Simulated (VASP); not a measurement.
# GaP: single point with PBEsol

The system is GaP.

```
CELL_PARAMETERS angstrom
0.00000 2.72525 2.61624
2.72525 0.00000 2.61624
2.72525 2.72525 0.00000
ATOMIC_POSITIONS crystal
Ga 0.00000 0.00000 0.00000
P 0.75000 0.75000 0.75000
```

This cell differs from its parent crystal: strain +0.000 along x and y, -0.040 along z.

* Program: VASP 6.6.1
* Task: single point
* Functional: PBEsol
* Potentials or basis: VASP PAW PBE potentials, release 64 (Ga_d, P)
* Cutoff: 520 eV
* k mesh: 8 × 8 × 8
* Occupations: gaussian, width 0.05 eV
* Spin: no spin polarisation

```json
{"Pressure": "3.0 GPa", "Band gap on the k mesh": "1.06 eV (least direct gap 1.93 eV)"}
```

Stress tensor (GPa, compression positive):
```
2.03 0.00 0.00
0.00 2.03 0.00
0.00 0.00 4.85
```

Levels at points of the mesh, in eV from the valence-band top:
| k point | band 5 | band 6 | band 7 | band 8 | band 9 | band 10 | band 11 | band 12 | band 13 | band 14 |
| --- | --- | --- | --- | --- | --- | --- | --- | --- | --- | --- |
| (0.00, 0.00, 0.00) | -14.65 | -12.98 | -0.22 | -0.22 | 0.00 | 1.93 | 3.62 | 3.71 | 3.71 | 8.59 |
| (0.50, 0.00, 0.00) | -14.64 | -10.75 | -7.08 | -1.51 | -1.17 | 1.52 | 4.33 | 4.70 | 8.03 | 10.83 |
| (0.50, 0.50, 0.00) | -14.62 | -9.66 | -6.96 | -3.20 | -3.20 | 1.09 | 1.26 | 10.68 | 10.68 | 11.55 |
| (0.50, 0.00, 0.50) | -14.63 | -9.86 | -7.24 | -2.92 | -2.88 | 1.39 | 1.66 | 10.59 | 10.61 | 11.15 |

Wall time 48 s on 1 thread of AMD EPYC 7R43 64-Core Processor (Zen 3) (shared host), peak memory 0.15 GiB.

Caveat: the cell differs from its parent crystal (strain +0.000 along x and y, -0.040 along z); the PAW data sets were made with another functional, which shifts forces and pressure a little. A k mesh can miss the band edges.
